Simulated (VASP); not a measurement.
# CdH2O2 (P-3m1) in VASP: single point with PBEsol

Aim: the single point of CdH2O2 with PBEsol.

All numbers are computed with VASP 6.6.1; they aren't measurements. Logs are shortened: lines on timing, memory, paths and dates and some standing lists are left out, and cuts for length are marked.

### Step 1. The cell of the first run

Symmetry: P-3m1, No. 164, trigonal system. The conventional cell has a = 3.516 Å, b = 3.516 Å, c = 4.643 Å, α = 90.00°, β = 90.00°, γ = 120.00°. Cd (site symmetry -3m) has 6 O at 2.32 Å and 6 H at 2.91 Å within 3.1 Å. H (site symmetry 3m) has 1 O at 0.97 Å within 1.3 Å. Within 1.3 Å of O (site symmetry 3m) lie 1 H at 0.97 Å.

### Step 2. Single point, PBEsol

The input, INCAR:

```
SYSTEM = CdH2O2
PREC = Accurate
ENCUT = 520
EDIFF = 1E-6
ISMEAR = 0
SIGMA = 0.1
LREAL = .False.
LASPH = .True.
NELM = 80
ALGO = Normal
ISIF = 2
LWAVE = .False.
LCHARG = .False.
GGA = PS
NBANDS = 21
```

The input, KPOINTS:

```
Automatic mesh
0
Gamma
  6 6 4
  0 0 0
```

The input, POSCAR:

```
CdH2O2
1.0
    3.5155259648      0.0000000000      0.0000000000
   -1.7577629824      3.0445347931      0.0000000000
    0.0000000000      0.0000000000      4.6429792900
Cd H O
1 2 2
Direct
    0.0000000000      0.0000000000      0.0000000000
    0.6666666700      0.3333333300      0.5509607200
    0.3333333300      0.6666666700      0.4490392800
    0.6666666700      0.3333333300      0.7593720000
    0.3333333300      0.6666666700      0.2406280000
```

Potentials or basis: VASP PAW PBE potentials, release 64 (Cd, H, O).

On the command line:

```sh
$ cat potpaw_PBE.64/Cd/POTCAR potpaw_PBE.64/H/POTCAR potpaw_PBE.64/O/POTCAR > POTCAR
$ mpirun -np 1 vasp_std > vasp.out
```

OUTCAR:

```text
SYSTEM = CdH2O2
   PREC = Accurate
   ENCUT = 520
   EDIFF = 1E-6
   ISMEAR = 0
   LREAL = .False.
   LASPH = .True.
   NELM = 80
   ISIF = 2
   GGA = PS

 ion  position               nearest neighbor table
   1  0.000  0.000  0.000-   4 2.32   5 2.32   5 2.32   4 2.32   4 2.32   5 2.32
   2  0.667  0.333  0.551-   4 0.97
   3  0.333  0.667  0.449-   5 0.97
   4  0.667  0.333  0.759-   2 0.97   1 2.32   1 2.32   1 2.32
   5  0.333  0.667  0.241-   3 0.97   1 2.32   1 2.32   1 2.32

  LATTYP: Found a hexagonal cell.
 ALAT       =     3.5155259648
 C/A-ratio  =     1.3207068690

  Lattice vectors:

 A1 = (   3.5155259648,   0.0000000000,   0.0000000000)
 A2 = (  -1.7577629824,   3.0445347931,   0.0000000000)
 A3 = (   0.0000000000,   0.0000000000,   4.6429792900)

Analysis of symmetry for initial positions (statically):
=====================================================================
 Subroutine PRICEL returns:
 Original cell was already a primitive cell.

 Routine SETGRP: Setting up the symmetry group for a
 hexagonal supercell.

 Subroutine GETGRP returns: Found 12 space group operations
 (whereof 12 operations were pure point group operations)
 out of a pool of 24 trial point group operations.

The static configuration has the point symmetry D_3d.

Analysis of symmetry for dynamics (positions and initial velocities):
=====================================================================
 Subroutine PRICEL returns:
 Original cell was already a primitive cell.

 Routine SETGRP: Setting up the symmetry group for a
 hexagonal supercell.

 Subroutine GETGRP returns: Found 12 space group operations
 (whereof 12 operations were pure point group operations)
 out of a pool of 24 trial point group operations.

The dynamic configuration has the point symmetry D_3d.

 Subroutine INISYM returns: Found 12 space group operations
 (whereof 12 operations are pure point group operations),
 and found     1 'primitive' translations

----------------------------------------------------------------------------------------

                                     Primitive cell

  volume of cell :      49.6945

  direct lattice vectors                    reciprocal lattice vectors
     3.515525965  0.000000000  0.000000000     0.284452457  0.164228703  0.000000000
    -1.757762982  3.044534793  0.000000000     0.000000000  0.328457406  0.000000000
     0.000000000  0.000000000  4.642979290     0.000000000  0.000000000  0.215378949

  length of vectors
     3.515525965  3.515525965  4.642979290     0.328457406  0.328457406  0.215378949

  position of ions in fractional coordinates (direct lattice)
     0.000000000  0.000000000  0.000000000
     0.666666670  0.333333330  0.550960720
     0.333333330  0.666666670  0.449039280
     0.666666670  0.333333330  0.759372000
     0.333333330  0.666666670  0.240628000

  ion indices of the primitive-cell ions
   primitive index   ion index
                 1           1
                 2           2
                 3           3
                 4           4
                 5           5

----------------------------------------------------------------------------------------

 KPOINTS: Automatic mesh

Automatic generation of k-mesh.
 Grid dimensions read from file:
 generate k-points for:    6    6    4

 Generating k-lattice:

  Cartesian coordinates                     Fractional coordinates (reciprocal lattice)
     0.047408743  0.027371450  0.000000000     0.166666667  0.000000000  0.000000000
     0.000000000  0.054742901  0.000000000     0.000000000  0.166666667  0.000000000
     0.000000000  0.000000000  0.053844737     0.000000000  0.000000000  0.250000000

  Length of vectors
     0.054742901  0.054742901  0.053844737

  Shift w.r.t. Gamma in fractional coordinates (k-lattice)
     0.000000000  0.000000000  0.000000000

 Subroutine IBZKPT returns following result:
 ===========================================

 Found     24 irreducible k-points:

 Following reciprocal coordinates:
            Coordinates               Weight
  0.000000  0.000000  0.000000      1.000000
  0.166667  0.000000  0.000000      6.000000
  0.333333  0.000000  0.000000      6.000000
  0.500000  0.000000  0.000000      3.000000
  0.166667  0.166667  0.000000      6.000000
  0.333333  0.166667  0.000000     12.000000
[... 16 lines left out ...]
  0.333333  0.166667  0.500000     12.000000
  0.333333  0.333333  0.500000      2.000000
   k-points           NKPTS =     24   k-points in BZ     NKDIM =     24   number of bands    NBANDS=     21
   number of dos      NEDOS =    301   number of ions     NIONS =      5
   total plane-waves  NPLWV =  28224
   dimension x,y,z NGX =    28 NGY =   28 NGZ =   36
   dimension x,y,z NGXF=    56 NGYF=   56 NGZF=   72
   ions per type =               1   2   2
   NGX,Y,Z   is equivalent  to a cutoff of  13.24, 13.24, 12.89 a.u.
   NGXF,Y,Z  is equivalent  to a cutoff of  26.48, 26.48, 25.78 a.u.
 SYSTEM =  CdH2O2
   PREC   = accura    normal or accurate (medium, high low for compatibility)
   ISTART =      0    job   : 0-new  1-cont  2-samecut
   ICHARG =      2    charge: 1-file 2-atom 10-const
   ISPIN  =      1    spin polarized calculation?
   LNONCOLLINEAR =      F non collinear calculations
   LSORBIT =      F    spin-orbit coupling
   LASPH  =      T    aspherical Exc in radial PAW
   ENCUT  =  520.0 eV  38.22 Ry    6.18 a.u.   6.54  6.54  8.63*2*pi/ulx,y,z
   NELM   =     80;   NELMIN=  2; NELMDL= -5     # of ELM steps
   EDIFF  = 0.1E-05   stopping-criterion for ELM
   LREAL  =      F    real-space projection
   EDIFFG = 0.1E-04   stopping-criterion for IOM
   NSW    =      0    number of steps for IOM
   IBRION =     -1    ionic relax: 0-MD 1-quasi-New 2-CG
   NFREE  =      0    steps in history (QN), initial steepest desc. (CG)
   ISIF   =      2    stress and relaxation
   ISYM   =      2    0-nonsym 1-usesym 2-fastsym
   POTIM  = 0.5000    time-step for ionic-motion
   TEBEG  =    0.0;   TEEND  =   0.0 temperature during run
   PSTRESS=    0.0 pullay stress
   NELECT =      26.0000    total number of electrons
   NUPDOWN=      -1.0000    fix difference up-down
   EMIN   =  10.00;   EMAX   =-10.00  energy-range for DOS
   EFERMI =   0.00;   METHOD = LEGACY
   ISMEAR =     0;   SIGMA  =   0.10  broadening in eV -4-tet -1-fermi 0-gaus
   EFERMI_NEDOS =   21; number of points for ismear=-14 and -15
   IALGO  =     38    algorithm
   IMIX   =      4    mixing-type and parameters
     AMIX     =   0.40;   BMIX     =  1.00
     AMIX_MAG =   1.60;   BMIX_MAG =  1.00
  volume/ion in A,a.u.               =       9.94        67.07
  Fermi-wavevector in a.u.,A,eV,Ry     =   1.319157  2.492846 23.676535  1.740176
  Thomas-Fermi vector in A             =   2.449076
   LORBIT       =      0    0 simple, 1 ext, 2 COOP (PROOUT), +10 PAW based schemes
   GGA     = PS    functional components
   LHFCALC =     F    Hartree Fock is set to
   AEXX    =    0.0000 exact exchange contribution
   IVDW    =     0    specifies the selected vdW correction
   LEPSILON=     F    determine dielectric tensor
   LRPA    =     F    only Hartree local field effects (RPA)
 non-spin polarized calculation
 Gauss-broadening in eV      SIGMA  =   0.10
  energy-cutoff  :      520.00
  volume of cell :       49.69
 maximum number of plane-waves:      1385
 NGX is ok and might be reduce to    28
   NGX = 13   NGY = 13   NGZ = 17

 number of electron      25.9999986 magnetization

 Free energy of the ion-electron system (eV)
  ---------------------------------------------------
  ext. energy  EPLUGINS =         0.00000000
  ---------------------------------------------------
  free energy    TOTEN  =       -23.46922311 eV

  energy without entropy =      -23.46922311  energy(sigma->0) =      -23.46922311

 E-fermi :   0.3807     XC(G=0): -10.2201

 val. band max:       -0.1181315961   @ k =   0.5000   0.0000   0.0000
 cond. band min:       1.4853976280   @ k =   0.0000   0.0000   0.0000
 fundamental gap:      1.6035292241
 Fermi energy:         0.3807282139

 k-point     1 :       0.0000    0.0000    0.0000
  band No.  band energies     occupation
      1     -18.6280      2.00000
      2     -17.6012      2.00000
      3      -7.7472      2.00000
      4      -6.5105      2.00000
      5      -6.5105      2.00000
      6      -5.7599      2.00000
[... 13 lines left out ...]
     20      14.6147      0.00000
     21      17.0280      0.00000

 k-point     2 :       0.1667    0.0000    0.0000
  band No.  band energies     occupation
      1     -18.5226      2.00000
      2     -17.6438      2.00000
      3      -7.4971      2.00000
      4      -6.5458      2.00000
      5      -6.4004      2.00000
      6      -5.8476      2.00000
[... 13 lines left out ...]
     20      14.9183      0.00000
     21      16.0374      0.00000

 k-point     3 :       0.3333    0.0000    0.0000
  band No.  band energies     occupation
      1     -18.2752      2.00000
      2     -17.7609      2.00000
      3      -7.0514      2.00000
      4      -6.4141      2.00000
      5      -6.2547      2.00000
      6      -6.1057      2.00000
[... 13 lines left out ...]
     20      13.4287      0.00000
     21      14.8168      0.00000
[... 457 lines left out ...]
 k-point    23 :       0.3333    0.1667    0.5000
  band No.  band energies     occupation
      1     -18.0629      2.00000
      2     -17.8864      2.00000
      3      -7.1297      2.00000
      4      -6.4690      2.00000
      5      -6.2314      2.00000
      6      -6.0450      2.00000
[... 13 lines left out ...]
     20      14.7733      0.00000
     21      15.7421      0.00000

 k-point    24 :       0.3333    0.3333    0.5000
  band No.  band energies     occupation
      1     -17.9556      2.00000
      2     -17.9556      2.00000
      3      -6.7544      2.00000
      4      -6.7544      2.00000
      5      -6.1335      2.00000
      6      -6.1335      2.00000
[... 13 lines left out ...]
     20      16.2260      0.00000
     21      16.8404      0.00000

------------------------ aborting loop because EDIFF is reached ----------------------------------------

  FORCE on cell =-STRESS in cart. coord.  units (eV):
  Direction    XX          YY          ZZ          XY          YZ          ZX
  --------------------------------------------------------------------------------------
  -------------------------------------------------------------------------------------
  Total       -0.2752123     -0.2752123      0.7890587     -0.0000000      0.0000000      0.0000000
  in kB       -8.8729979     -8.8729979     25.4396936     -0.0000000      0.0000000      0.0000000
  external PRESSURE =       2.5645660 kB  Pullay stress =       0.0000000 kB

 VOLUME and BASIS-vectors are now :
 -----------------------------------------------------------------------------
  energy-cutoff  :      520.00
  volume of cell :       49.69
      direct lattice vectors                 reciprocal lattice vectors
     3.515525965  0.000000000  0.000000000     0.284452457  0.164228703  0.000000000
    -1.757762982  3.044534793  0.000000000     0.000000000  0.328457406  0.000000000
     0.000000000  0.000000000  4.642979290     0.000000000  0.000000000  0.215378949

 POSITION                                       TOTAL-FORCE (eV/Angst)
 -----------------------------------------------------------------------------------
      0.00000      0.00000      0.00000         0.000000      0.000000      0.000000
      1.75776      1.01484      2.55810         0.000000     -0.000000     -0.621958
     -0.00000      2.02969      2.08488         0.000000      0.000000      0.621958
      1.75776      1.01484      3.52575         0.000000      0.000000      0.712173
     -0.00000      2.02969      1.11723        -0.000000     -0.000000     -0.712173
 -----------------------------------------------------------------------------------
    total drift:                                0.000000     -0.000000      0.000000

  FREE ENERGIE OF THE ION-ELECTRON SYSTEM (eV)
  ---------------------------------------------------
  free  energy   TOTEN  =       -23.4692231050 eV

  energy  without entropy=      -23.4692231050  energy(sigma->0) =      -23.46922311
```

Run time: 15 s. Hardware: 1 thread of Intel Xeon Platinum 8488C (Sapphire Rapids), shared host; peak memory 0.18 GiB.

What came out:

* Free energy: -23.4692 eV
* Pressure: 0.3 GPa
* Largest force: 0.712 eV/Å
* Band gap on the k mesh: 1.60 eV, indirect (least direct gap 1.95 eV)

Forces in eV/Å, atoms in the order of the input:
```
Cd   0.000  0.000  0.000
H    0.000  0.000 -0.622
H    0.000  0.000  0.622
O    0.000  0.000  0.712
O    0.000  0.000 -0.712
```

Stress tensor (GPa, compression positive):
```
-0.89  0.00  0.00
 0.00 -0.89  0.00
 0.00  0.00  2.54
```

Levels at points of the mesh, in eV from the valence-band top:
```csv
k point,band 11,band 12,band 13,band 14,band 15,band 16
"(0.00, 0.00, 0.00)",-1.05,-0.35,-0.35,1.60,6.11,9.98
"(0.50, 0.00, 0.00)",-2.48,-2.22,0.00,6.38,6.46,8.78
"(0.00, 0.00, 0.50)",-1.30,-0.07,-0.07,4.26,4.28,11.00
"(0.50, 0.00, 0.50)",-2.05,-1.76,-0.49,5.95,6.93,9.02
```

Caveat: the PAW data sets were made with another functional, which shifts forces and pressure a little. A k mesh can miss the band edges.
